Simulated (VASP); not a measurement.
# Te in VASP: single point with PBEsol

Aim: the single point of Te with PBEsol.

Everything below comes from runs of VASP 6.6.1. Logs are shortened: lines on timing, memory, paths and dates and some standing lists are left out, and cuts for length are marked.

## (1) The cell of the first run

The typed cell holds 3 atoms: a = 4.458 Å, b = 4.458 Å, c = 5.463 Å, α = 90.04°, β = 90.04°, γ = 59.95°.

This isn't the form of Te at room conditions, which is trigonal, of chains.

## (2) Single point, PBEsol

INCAR

```
SYSTEM = Te
PREC     = Accurate       ! precision mode
ENCUT    = 520            ! plane-wave cutoff, eV
EDIFF    = 1E-6           ! SCF threshold, eV
ISMEAR   = -1             ! smearing method
SIGMA    = 0.15           ! smearing width, eV
LREAL    = .FALSE.        ! projectors in reciprocal space
LASPH    = .TRUE.         ! aspherical terms in the spheres
NELM     = 100            ! most SCF steps
ALGO     = Normal         ! electronic algorithm
ISIF     = 2              ! what is computed and relaxed
LWAVE    = .FALSE.        ! write WAVECAR
LCHARG   = .FALSE.        ! write CHGCAR
GGA      = PS             ! functional
NBANDS   = 16             ! bands
```

KPOINTS

```
Automatic mesh
0
G
  12 12 8
  0 0 0
```

POSCAR

```
Te
1.0
    3.8612468061     -2.2270498993      0.0290728412
    3.8612468061      2.2270498993      0.0290728412
   -0.0452932328      0.0000000000      5.4630446205
Te
3
Direct
    0.6666543329      0.6666543329      0.6666535571
    0.3333456671      0.3333456671      0.3333464429
    0.0000000000      0.0000000000      0.0000000000
```

Potentials or basis: VASP PAW PBE potentials, release 64 (Te).

Started as:

```bash
$ cat potpaw_PBE.64/Te/POTCAR > POTCAR
$ mpirun -np 1 vasp_std > vasp.out
```

OUTCAR:

```text
SYSTEM = Te
   PREC = Accurate
   ENCUT = 520
   EDIFF = 1E-6
   ISMEAR = -1
   LREAL = .FALSE.
   LASPH = .TRUE.
   NELM = 100
   ISIF = 2
   GGA = PS

 ion  position               nearest neighbor table
   1  0.667  0.667  0.667-   2 3.15   2 3.15   2 3.15   3 3.15   3 3.15   3 3.15
   2  0.333  0.333  0.333-   1 3.15   1 3.15   1 3.15   3 3.15   3 3.15   3 3.15
   3  0.000  0.000  0.000-   1 3.15   1 3.15   2 3.15   2 3.15   1 3.15   2 3.15

  LATTYP: Found a base centered monoclinic cell.
 ALAT       =     7.7227125099
 B/A-ratio  =     0.5767532836
 C/A-ratio  =     0.7074240262
 COS(beta)  =    -0.0007614009

  Lattice vectors:

 A1 = (   3.8612468061,  -2.2270498993,   0.0290728412)
 A2 = (   3.8612468061,   2.2270498993,   0.0290728412)
 A3 = (  -0.0452932328,   0.0000000000,   5.4630446205)

Analysis of symmetry for initial positions (statically):
=====================================================================
 Subroutine PRICEL returns:
 Original cell was already a primitive cell.

 Routine SETGRP: Setting up the symmetry group for a
 base centered monoclinic supercell.

 Subroutine GETGRP returns: Found  4 space group operations
 (whereof  4 operations were pure point group operations)
 out of a pool of  4 trial point group operations.

The static configuration has the point symmetry C_2h.

Analysis of symmetry for dynamics (positions and initial velocities):
=====================================================================
 Subroutine PRICEL returns:
 Original cell was already a primitive cell.

 Routine SETGRP: Setting up the symmetry group for a
 base centered monoclinic supercell.

 Subroutine GETGRP returns: Found  4 space group operations
 (whereof  4 operations were pure point group operations)
 out of a pool of  4 trial point group operations.

The dynamic configuration has the point symmetry C_2h.

 Subroutine INISYM returns: Found  4 space group operations
 (whereof  4 operations are pure point group operations),
 and found     1 'primitive' translations

----------------------------------------------------------------------------------------

                                     Primitive cell

  volume of cell :      93.9614

  direct lattice vectors                    reciprocal lattice vectors
     3.861246806 -2.227049899  0.029072841     0.129483769 -0.224512257  0.001073529
     3.861246806  2.227049899  0.029072841     0.129483769  0.224512257  0.001073529
    -0.045293233  0.000000000  5.463044620    -0.001378155  0.000000000  0.183036685

  length of vectors
     4.457558007  4.457558007  5.463232377     0.259177454  0.259177454  0.183041874

  position of ions in fractional coordinates (direct lattice)
     0.666654333  0.666654333  0.666653557
     0.333345667  0.333345667  0.333346443
     0.000000000  0.000000000  0.000000000

  ion indices of the primitive-cell ions
   primitive index   ion index
                 1           1
                 2           2
                 3           3

----------------------------------------------------------------------------------------

 KPOINTS: Automatic mesh

Automatic generation of k-mesh.
 Grid dimensions read from file:
 generate k-points for:   12   12    8

 Generating k-lattice:

  Cartesian coordinates                     Fractional coordinates (reciprocal lattice)
     0.010790314 -0.018709355  0.000089461     0.083333333  0.000000000  0.000000000
     0.010790314  0.018709355  0.000089461     0.000000000  0.083333333  0.000000000
    -0.000172269  0.000000000  0.022879586     0.000000000  0.000000000  0.125000000

  Length of vectors
     0.021598121  0.021598121  0.022880234

  Shift w.r.t. Gamma in fractional coordinates (k-lattice)
     0.000000000  0.000000000  0.000000000

 Subroutine IBZKPT returns following result:
 ===========================================

 Found    320 irreducible k-points:

 Following reciprocal coordinates:
            Coordinates               Weight
  0.000000  0.000000  0.000000      1.000000
  0.083333  0.000000 -0.000000      4.000000
  0.166667 -0.000000 -0.000000      4.000000
  0.250000  0.000000 -0.000000      4.000000
  0.333333  0.000000  0.000000      4.000000
  0.416667  0.000000 -0.000000      4.000000
[... 16 lines left out ...]
  0.500000  0.166667 -0.000000      4.000000
 -0.416667  0.166667  0.000000      4.000000
 [... further k-points ...]
   k-points           NKPTS =    320   k-points in BZ     NKDIM =    320   number of bands    NBANDS=     16
   number of dos      NEDOS =    301   number of ions     NIONS =      3
   total plane-waves  NPLWV =  54432
   dimension x,y,z NGX =    36 NGY =   36 NGZ =   42
   dimension x,y,z NGXF=    72 NGYF=   72 NGZF=   84
   ions per type =               3
   NGX,Y,Z   is equivalent  to a cutoff of  13.43, 13.43, 12.78 a.u.
   NGXF,Y,Z  is equivalent  to a cutoff of  26.85, 26.85, 25.56 a.u.
 SYSTEM =  Te
   PREC   = accura    normal or accurate (medium, high low for compatibility)
   ISTART =      0    job   : 0-new  1-cont  2-samecut
   ICHARG =      2    charge: 1-file 2-atom 10-const
   ISPIN  =      1    spin polarized calculation?
   LNONCOLLINEAR =      F non collinear calculations
   LSORBIT =      F    spin-orbit coupling
   LASPH  =      T    aspherical Exc in radial PAW
   ENCUT  =  520.0 eV  38.22 Ry    6.18 a.u.   8.29  8.29 10.16*2*pi/ulx,y,z
   NELM   =    100;   NELMIN=  2; NELMDL= -5     # of ELM steps
   EDIFF  = 0.1E-05   stopping-criterion for ELM
   LREAL  =      F    real-space projection
   EDIFFG = 0.1E-04   stopping-criterion for IOM
   NSW    =      0    number of steps for IOM
   IBRION =     -1    ionic relax: 0-MD 1-quasi-New 2-CG
   NFREE  =      0    steps in history (QN), initial steepest desc. (CG)
   ISIF   =      2    stress and relaxation
   ISYM   =      2    0-nonsym 1-usesym 2-fastsym
   POTIM  = 0.5000    time-step for ionic-motion
   TEBEG  =    0.0;   TEEND  =   0.0 temperature during run
   PSTRESS=    0.0 pullay stress
   NELECT =      18.0000    total number of electrons
   NUPDOWN=      -1.0000    fix difference up-down
   EMIN   =  10.00;   EMAX   =-10.00  energy-range for DOS
   EFERMI =   0.00;   METHOD = LEGACY
   ISMEAR =    -1;   SIGMA  =   0.15  broadening in eV -4-tet -1-fermi 0-gaus
   EFERMI_NEDOS =   21; number of points for ismear=-14 and -15
   IALGO  =     38    algorithm
   IMIX   =      4    mixing-type and parameters
     AMIX     =   0.40;   BMIX     =  1.00
     AMIX_MAG =   1.60;   BMIX_MAG =  1.00
  volume/ion in A,a.u.               =      31.32       211.36
  Fermi-wavevector in a.u.,A,eV,Ry     =   0.943733  1.783397 12.117788  0.890632
  Thomas-Fermi vector in A             =   2.071469
   LORBIT       =      0    0 simple, 1 ext, 2 COOP (PROOUT), +10 PAW based schemes
   GGA     = PS    functional components
   LHFCALC =     F    Hartree Fock is set to
   AEXX    =    0.0000 exact exchange contribution
   IVDW    =     0    specifies the selected vdW correction
   LEPSILON=     F    determine dielectric tensor
   LRPA    =     F    only Hartree local field effects (RPA)
 non-spin polarized calculation
  energy-cutoff  :      520.00
  volume of cell :       93.96
 maximum number of plane-waves:      2554
 NGX is ok and might be reduce to    36
   NGX = 17   NGY = 17   NGZ = 21

 number of electron      17.9999998 magnetization

 Free energy of the ion-electron system (eV)
  ---------------------------------------------------
  ext. energy  EPLUGINS =         0.00000000
  ---------------------------------------------------
  free energy    TOTEN  =       -10.57679488 eV

  energy without entropy =      -10.45024574  energy(sigma->0) =      -10.51352031

 E-fermi :   6.8805     XC(G=0):  -9.6154

 val. band max:        6.8754195018   @ k =   0.5000   0.4167   0.1250
 cond. band min:       6.8938871014   @ k =  -0.2500  -0.2500   0.2500
 fundamental gap:      0.0184675996
 Fermi energy:         6.8804785716

 k-point     1 :       0.0000    0.0000    0.0000
  band No.  band energies     occupation
      1      -7.0858      2.00000
      2      -3.3964      2.00000
      3      -3.3962      2.00000
      4       4.1735      2.00000
      5       4.1745      2.00000
      6       4.1810      2.00000
[... 8 lines left out ...]
     15      12.8616      0.00000
     16      12.8618      0.00000

 k-point     2 :       0.0833    0.0000   -0.0000
  band No.  band energies     occupation
      1      -7.0281      2.00000
      2      -3.4137      2.00000
      3      -3.4003      2.00000
      4       3.2101      2.00000
      5       3.6357      2.00000
      6       3.8050      2.00000
[... 8 lines left out ...]
     15      12.7275      0.00000
     16      13.0589      0.00000

 k-point     3 :       0.1667   -0.0000   -0.0000
  band No.  band energies     occupation
      1      -6.8559      2.00000
      2      -3.5050      2.00000
      3      -3.3978      2.00000
      4       2.3971      2.00000
      5       3.1556      2.00000
      6       3.2757      2.00000
[... 8 lines left out ...]
     15      12.6095      0.00000
     16      13.6046      0.00000

 k-point     4 :       0.2500    0.0000   -0.0000
  band No.  band energies     occupation
      1      -6.5736      2.00000
      2      -3.7329      2.00000
      3      -3.3812      2.00000
      4       1.9288      2.00000
      5       2.7610      2.00000
      6       2.8340      2.00000
[... 8 lines left out ...]
     15      12.8136      0.00000
     16      14.4069      0.00000
[... 324 lines left out ...]
 k-point    22 :       0.4167    0.1667   -0.0000
  band No.  band energies     occupation
      1      -6.0287      2.00000
      2      -4.0077      2.00000
      3      -3.6904      2.00000
      4       1.9442      2.00000
      5       2.0143      2.00000
      6       3.4471      2.00000
[... 8 lines left out ...]
     15      14.1437      0.00000
     16      15.1920      0.00000

 k-point    23 :       0.5000    0.1667   -0.0000
  band No.  band energies     occupation
      1      -5.5646      2.00000
      2      -4.4995      2.00000
      3      -3.7198      2.00000
      4       2.1794      2.00000
      5       2.2421      2.00000
      6       2.9157      2.00000
[... 8 lines left out ...]
     15      14.0548      0.00000
     16      15.2389      0.00000

 k-point    24 :      -0.4167    0.1667    0.0000
  band No.  band energies     occupation
      1      -5.0410      2.00000
      2      -5.0399      2.00000
      3      -3.7296      2.00000
      4       2.4521      2.00000
      5       2.5196      2.00000
      6       2.8217      2.00000
[... 8 lines left out ...]
     15      12.8431      0.00000
     16      16.0127      0.00000

 [... further k-points ...]

------------------------ aborting loop because EDIFF is reached ----------------------------------------

  FORCE on cell =-STRESS in cart. coord.  units (eV):
  Direction    XX          YY          ZZ          XY          YZ          ZX
  --------------------------------------------------------------------------------------
  -------------------------------------------------------------------------------------
  Total        0.0178249      0.0181814      0.0186052      0.0000000      0.0000000      0.0006399
  in kB        0.3039412      0.3100197      0.3172452      0.0000000      0.0000000      0.0109106
  external PRESSURE =       0.3104020 kB  Pullay stress =       0.0000000 kB

 VOLUME and BASIS-vectors are now :
 -----------------------------------------------------------------------------
  energy-cutoff  :      520.00
  volume of cell :       93.96
      direct lattice vectors                 reciprocal lattice vectors
     3.861246806 -2.227049899  0.029072841     0.129483769 -0.224512257  0.001073529
     3.861246806  2.227049899  0.029072841     0.129483769  0.224512257  0.001073529
    -0.045293233  0.000000000  5.463044620    -0.001378155  0.000000000  0.183036685

 POSITION                                       TOTAL-FORCE (eV/Angst)
 -----------------------------------------------------------------------------------
      5.11804      0.00000      3.68072         0.000092      0.000000      0.000402
      2.55916      0.00000      1.84047        -0.000092      0.000000     -0.000402
      0.00000      0.00000      0.00000         0.000000      0.000000      0.000000
 -----------------------------------------------------------------------------------
    total drift:                               -0.000000      0.000000      0.000000

  FREE ENERGIE OF THE ION-ELECTRON SYSTEM (eV)
  ---------------------------------------------------
  free  energy   TOTEN  =       -10.5767948811 eV

  energy  without entropy=      -10.4502457391  energy(sigma->0) =      -10.51352031
```

Wall time 3.2 min (1 thread of AMD EPYC 9R45 (Zen 5), shared host); peak memory 0.47 GiB.

What came out:

- Free energy: -10.5768 eV
- Pressure: 0.0 GPa
- Band gap on the k mesh: zero (bands 9 and 10 overlap by 1.67 eV)

Caveat: the PAW data sets were made with another functional, which shifts forces and pressure a little; spin-orbit coupling is left out, which moves the levels of the heavy elements.
